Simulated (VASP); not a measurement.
# Al2O3 (R-3c) in VASP: relaxation of the atoms with PBE

Aim: the relaxation of the atoms of Al2O3 with PBE.

Everything below comes from runs of VASP 6.6.1. Logs are shortened: lines on timing, memory, paths and dates and some standing lists are left out, and cuts for length are marked.

### Step 1. The cell of the first run

The structure is trigonal, space group R-3c (No. 167). The conventional cell has a = 4.760 Å, b = 4.760 Å, c = 12.996 Å, α = 90.00°, β = 90.00°, γ = 120.00°. Within 2.5 Å of Al (site symmetry 3) lie 6 O at 1.85 to 1.97 Å. O (site symmetry 2) has 4 Al at 1.85 to 1.97 Å within 2.5 Å.

### Step 2. Relaxation of the atoms, PBE

INCAR reads:

```
ALGO = Normal
EDIFF = 1E-7
EDIFFG = -0.002
ENCUT = 520
GGA = PE
IBRION = 2
ISIF = 2
ISMEAR = 0
LASPH = True
LCHARG = False
LREAL = False
LWAVE = False
NELM = 100
NSW = 80
PREC = Accurate
SIGMA = 0.01
```

KPOINTS reads:

```
k-points
0
Gamma
  6 6 6
```

POSCAR reads:

```
Al2O3
1.0
    2.3802500000      1.3742379782      4.3318666667
   -2.3802500000      1.3742379782      4.3318666667
    0.0000000000     -2.7484759565      4.3318666667
Al O
4 6
Direct
    0.3521600000      0.3521600000      0.3521600000
    0.1478400000      0.1478400000      0.1478400000
    0.6478400000      0.6478400000      0.6478400000
    0.8521600000      0.8521600000      0.8521600000
    0.5566800000      0.9433200000      0.2500000000
    0.2500000000      0.5566800000      0.9433200000
    0.9433200000      0.2500000000      0.5566800000
    0.4433200000      0.0566800000      0.7500000000
    0.7500000000      0.4433200000      0.0566800000
    0.0566800000      0.7500000000      0.4433200000
```

Potentials or basis: VASP PAW PBE potentials, release 64 (Al, O).

The run is started by

```sh
cat potpaw_PBE.64/Al/POTCAR potpaw_PBE.64/O/POTCAR > POTCAR
mpirun -np 1 vasp_std > vasp.out
```

OUTCAR:

```text
EDIFF = 1E-7
   EDIFFG = -0.002
   ENCUT = 520
   GGA = PE
   IBRION = 2
   ISIF = 2
   ISMEAR = 0
   LASPH = True
   LREAL = False
   NELM = 100
   NSW = 80
   PREC = Accurate

 ion  position               nearest neighbor table
   1  0.352  0.352  0.352-   9 1.85  10 1.85   8 1.85   7 1.97   5 1.97   6 1.97   2 2.66   3 2.79
                             3 2.79   3 2.79   2 3.22   2 3.22   2 3.22
   2  0.148  0.148  0.148-  10 1.85   9 1.85   8 1.85   6 1.97   5 1.97   7 1.97   1 2.66   4 2.79
                             4 2.79   4 2.79   1 3.22   1 3.22   1 3.22
   3  0.648  0.648  0.648-   6 1.85   7 1.85   5 1.85  10 1.97   8 1.97   9 1.97   4 2.66   1 2.79
                             1 2.79   1 2.79   4 3.22   4 3.22   4 3.22
   4  0.852  0.852  0.852-   7 1.85   6 1.85   5 1.85   9 1.97   8 1.97  10 1.97   3 2.66   2 2.79
                             2 2.79   2 2.79   3 3.22   3 3.22   3 3.22
   5  0.557  0.943  0.250-   3 1.85   4 1.85   1 1.97   2 1.97
   6  0.250  0.557  0.943-   3 1.85   4 1.85   2 1.97   1 1.97
   7  0.943  0.250  0.557-   4 1.85   3 1.85   1 1.97   2 1.97
   8  0.443  0.057  0.750-   1 1.85   2 1.85   3 1.97   4 1.97
   9  0.750  0.443  0.057-   1 1.85   2 1.85   4 1.97   3 1.97
  10  0.057  0.750  0.443-   2 1.85   1 1.85   3 1.97   4 1.97

  LATTYP: Found a trigonal (rhomboedric) cell.
 ALAT       =     5.1302230849
 COS(alpha) =     0.5694707703

  Lattice vectors:

 A1 = (   2.3802500000,   1.3742379782,   4.3318666667)
 A2 = (  -2.3802500000,   1.3742379782,   4.3318666667)
 A3 = (   0.0000000000,  -2.7484759565,   4.3318666667)

Analysis of symmetry for initial positions (statically):
=====================================================================
 Subroutine PRICEL returns:
 Original cell was already a primitive cell.

 Routine SETGRP: Setting up the symmetry group for a
 trigonal (rhombohedral) supercell.

 Subroutine GETGRP returns: Found 12 space group operations
 (whereof  6 operations were pure point group operations)
 out of a pool of 12 trial point group operations.

The static configuration has the point symmetry S_6 .
 The point group associated with its full space group is D_3d.

Analysis of symmetry for dynamics (positions and initial velocities):
=====================================================================
 Subroutine PRICEL returns:
 Original cell was already a primitive cell.

 Routine SETGRP: Setting up the symmetry group for a
 trigonal (rhombohedral) supercell.

 Subroutine GETGRP returns: Found 12 space group operations
 (whereof  6 operations were pure point group operations)
 out of a pool of 12 trial point group operations.

The dynamic configuration has the point symmetry S_6 .
 The point group associated with its full space group is D_3d.

 Subroutine INISYM returns: Found 12 space group operations
 (whereof  6 operations are pure point group operations),
 and found     1 'primitive' translations

----------------------------------------------------------------------------------------

                                     Primitive cell

  volume of cell :      85.0180

  direct lattice vectors                    reciprocal lattice vectors
     2.380250000  1.374237978  4.331866667     0.210061968  0.121279334  0.076949121
    -2.380250000  1.374237978  4.331866667    -0.210061968  0.121279334  0.076949121
     0.000000000 -2.748475957  4.331866667     0.000000000 -0.242558668  0.076949121

  length of vectors
     5.130223085  5.130223085  5.130223085     0.254471756  0.254471756  0.254471756

  position of ions in fractional coordinates (direct lattice)
     0.352160000  0.352160000  0.352160000
     0.147840000  0.147840000  0.147840000
     0.647840000  0.647840000  0.647840000
     0.852160000  0.852160000  0.852160000
     0.556680000  0.943320000  0.250000000
     0.250000000  0.556680000  0.943320000
     0.943320000  0.250000000  0.556680000
     0.443320000  0.056680000  0.750000000
     0.750000000  0.443320000  0.056680000
     0.056680000  0.750000000  0.443320000

  ion indices of the primitive-cell ions
   primitive index   ion index
                 1           1
                 2           2
                 3           3
                 4           4
                 5           5
                 6           6
                 7           7
                 8           8
                 9           9
                10          10

----------------------------------------------------------------------------------------

 KPOINTS: k-points

Automatic generation of k-mesh.
 Grid dimensions read from file:
 generate k-points for:    6    6    6

 Generating k-lattice:

  Cartesian coordinates                     Fractional coordinates (reciprocal lattice)
     0.035010328  0.020213222  0.012824854     0.166666667  0.000000000 -0.000000000
    -0.035010328  0.020213222  0.012824854     0.000000000  0.166666667 -0.000000000
     0.000000000 -0.040426445  0.012824854     0.000000000  0.000000000  0.166666667

  Length of vectors
     0.042411959  0.042411959  0.042411959

  Shift w.r.t. Gamma in fractional coordinates (k-lattice)
     0.000000000  0.000000000  0.000000000

 Subroutine IBZKPT returns following result:
 ===========================================

 Found     32 irreducible k-points:

 Following reciprocal coordinates:
            Coordinates               Weight
  0.000000  0.000000  0.000000      1.000000
  0.166667  0.000000  0.000000      6.000000
  0.333333 -0.000000 -0.000000      6.000000
  0.500000 -0.000000 -0.000000      3.000000
  0.166667  0.166667  0.000000      6.000000
  0.333333  0.166667 -0.000000     12.000000
[... 16 lines left out ...]
  0.500000  0.500000  0.166667      6.000000
 -0.333333  0.500000  0.166667     12.000000
 [... further k-points ...]
   k-points           NKPTS =     32   k-points in BZ     NKDIM =     32   number of bands    NBANDS=     30
   number of dos      NEDOS =    301   number of ions     NIONS =     10
   total plane-waves  NPLWV =  64000
   dimension x,y,z NGX =    40 NGY =   40 NGZ =   40
   dimension x,y,z NGXF=    80 NGYF=   80 NGZF=   80
   ions per type =               4   6
   NGX,Y,Z   is equivalent  to a cutoff of  12.96, 12.96, 12.96 a.u.
   NGXF,Y,Z  is equivalent  to a cutoff of  25.92, 25.92, 25.92 a.u.
 SYSTEM =  unknown system
   PREC   = accura    normal or accurate (medium, high low for compatibility)
   ISTART =      0    job   : 0-new  1-cont  2-samecut
   ICHARG =      2    charge: 1-file 2-atom 10-const
   ISPIN  =      1    spin polarized calculation?
   LNONCOLLINEAR =      F non collinear calculations
   LSORBIT =      F    spin-orbit coupling
   LASPH  =      T    aspherical Exc in radial PAW
   ENCUT  =  520.0 eV  38.22 Ry    6.18 a.u.   9.54  9.54  9.54*2*pi/ulx,y,z
   NELM   =    100;   NELMIN=  2; NELMDL= -5     # of ELM steps
   EDIFF  = 0.1E-06   stopping-criterion for ELM
   LREAL  =      F    real-space projection
   EDIFFG = -.2E-02   stopping-criterion for IOM
   NSW    =     80    number of steps for IOM
   IBRION =      2    ionic relax: 0-MD 1-quasi-New 2-CG
   NFREE  =      1    steps in history (QN), initial steepest desc. (CG)
   ISIF   =      2    stress and relaxation
   ISYM   =      2    0-nonsym 1-usesym 2-fastsym
   POTIM  = 0.5000    time-step for ionic-motion
   TEBEG  =    0.0;   TEEND  =   0.0 temperature during run
   PSTRESS=    0.0 pullay stress
   NELECT =      48.0000    total number of electrons
   NUPDOWN=      -1.0000    fix difference up-down
   EMIN   =  10.00;   EMAX   =-10.00  energy-range for DOS
   EFERMI =   0.00;   METHOD = LEGACY
   ISMEAR =     0;   SIGMA  =   0.01  broadening in eV -4-tet -1-fermi 0-gaus
   EFERMI_NEDOS =   21; number of points for ismear=-14 and -15
   IALGO  =     38    algorithm
   IMIX   =      4    mixing-type and parameters
     AMIX     =   0.40;   BMIX     =  1.00
     AMIX_MAG =   1.60;   BMIX_MAG =  1.00
  volume/ion in A,a.u.               =       8.50        57.37
  Fermi-wavevector in a.u.,A,eV,Ry     =   1.353064  2.556920 24.909299  1.830782
  Thomas-Fermi vector in A             =   2.480350
   LORBIT       =      0    0 simple, 1 ext, 2 COOP (PROOUT), +10 PAW based schemes
   GGA     = PE    functional components
   LHFCALC =     F    Hartree Fock is set to
   AEXX    =    0.0000 exact exchange contribution
   IVDW    =     0    specifies the selected vdW correction
   LEPSILON=     F    determine dielectric tensor
   LRPA    =     F    only Hartree local field effects (RPA)
 conjugate gradient relaxation of ions
 non-spin polarized calculation
 Gauss-broadening in eV      SIGMA  =   0.01
  energy-cutoff  :      520.00
  volume of cell :       85.02
 maximum number of plane-waves:      2308
 NGX is ok and might be reduce to    40
   NGX = 19   NGY = 19   NGZ = 19

--------------------------------------- Ionic step        1  -------------------------------------------

 number of electron      48.0000013 magnetization

 Free energy of the ion-electron system (eV)
  ---------------------------------------------------
  ext. energy  EPLUGINS =         0.00000000
  ---------------------------------------------------
  free energy    TOTEN  =       -74.75234821 eV

  energy without entropy =      -74.75234821  energy(sigma->0) =      -74.75234821

------------------------ aborting loop because EDIFF is reached ----------------------------------------

  FORCE on cell =-STRESS in cart. coord.  units (eV):
  Direction    XX          YY          ZZ          XY          YZ          ZX
  --------------------------------------------------------------------------------------
  -------------------------------------------------------------------------------------
  Total        3.9313031      3.9313031      3.5948353      0.0000000     -0.0000000      0.0000000
  in kB       74.0860184     74.0860184     67.7452305      0.0000000     -0.0000000      0.0000000
  external PRESSURE =      71.9724225 kB  Pullay stress =       0.0000000 kB
[... 161 lines left out ...]
  energy  without entropy=      -74.7524866419  energy(sigma->0) =      -74.75248664

--------------------------------------- Ionic step        5  -------------------------------------------

 number of electron      48.0000013 magnetization

 Free energy of the ion-electron system (eV)
  ---------------------------------------------------
  ext. energy  EPLUGINS =         0.00000000
  ---------------------------------------------------
  free energy    TOTEN  =       -74.75248814 eV

  energy without entropy =      -74.75248814  energy(sigma->0) =      -74.75248814

 E-fermi :   6.2660     XC(G=0): -11.6852

 val. band max:        6.1376031293   @ k =   0.0000   0.0000   0.0000
 cond. band min:      12.3586569331   @ k =   0.0000   0.0000   0.0000
 fundamental gap:      6.2210538038
 Fermi energy:         6.2659582746

 k-point     1 :       0.0000    0.0000    0.0000
  band No.  band energies     occupation
      1     -13.1051      2.00000
      2     -10.7714      2.00000
      3     -10.4912      2.00000
      4     -10.4912      2.00000
      5     -10.1747      2.00000
      6     -10.1747      2.00000
[... 781 lines left out ...]
     29      16.6445      0.00000
     30      17.3356      0.00000

 [... further k-points ...]

------------------------ aborting loop because EDIFF is reached ----------------------------------------

  FORCE on cell =-STRESS in cart. coord.  units (eV):
  Direction    XX          YY          ZZ          XY          YZ          ZX
  --------------------------------------------------------------------------------------
  -------------------------------------------------------------------------------------
  Total        3.9211408      3.9211408      3.6230966      0.0000000     -0.0000000      0.0000000
  in kB       73.8945084     73.8945084     68.2778188      0.0000000     -0.0000000      0.0000000
  external PRESSURE =      72.0222785 kB  Pullay stress =       0.0000000 kB
[... 25 lines left out ...]
  FREE ENERGIE OF THE ION-ELECTRON SYSTEM (eV)
  ---------------------------------------------------
  free  energy   TOTEN  =       -74.7524881354 eV

  energy  without entropy=      -74.7524881354  energy(sigma->0) =      -74.75248814

 reached required accuracy - stopping structural energy minimisation
```

Run time: 6 min. Hardware: 1 thread of Intel Xeon 8259CL, shared host; peak memory 0.27 GiB.

Results:

```yaml
Free_energy: -74.7525 eV
Energy_gained_by_relaxing: 0.0 meV/atom
Ionic_steps: 5
Pressure_after_relaxing: 7.2 GPa
Band_gap_on_the_k_mesh: 6.22 eV, direct
```

The path:
| step | energy change (eV) | largest force (eV/Å) | pressure (GPa) |
| --- | --- | --- | --- |
| 1 | 0.0000 | 0.0268 | 7.20 |
| 2 | -0.0001 | 0.0072 | 7.21 |
| 3 | -0.0001 | 0.0031 | 7.20 |
| 4 | -0.0001 | 0.0027 | 7.20 |
| 5 | -0.0001 | 0.0010 | 7.20 |

Final structure:
```xyz
10
Lattice="2.3803 1.3742 4.3319 -2.3803 1.3742 4.3319 0.0000 -2.7485 4.3319" Properties=species:S:1:pos:R:3 pbc="T T T"
Al    0.0000    0.0000    4.5753
Al    0.0000    0.0000    1.9225
Al    0.0000    0.0000    8.4203
Al    0.0000    0.0000   11.0731
O    -0.9213    1.3742    7.5808
O    -0.7295   -1.4850    7.5808
O     1.6508    0.1107    7.5808
O     0.9213   -1.3742    5.4148
O     0.7295    1.4850    5.4148
O    -1.6508   -0.1107    5.4148
```

A k mesh can miss the band edges.
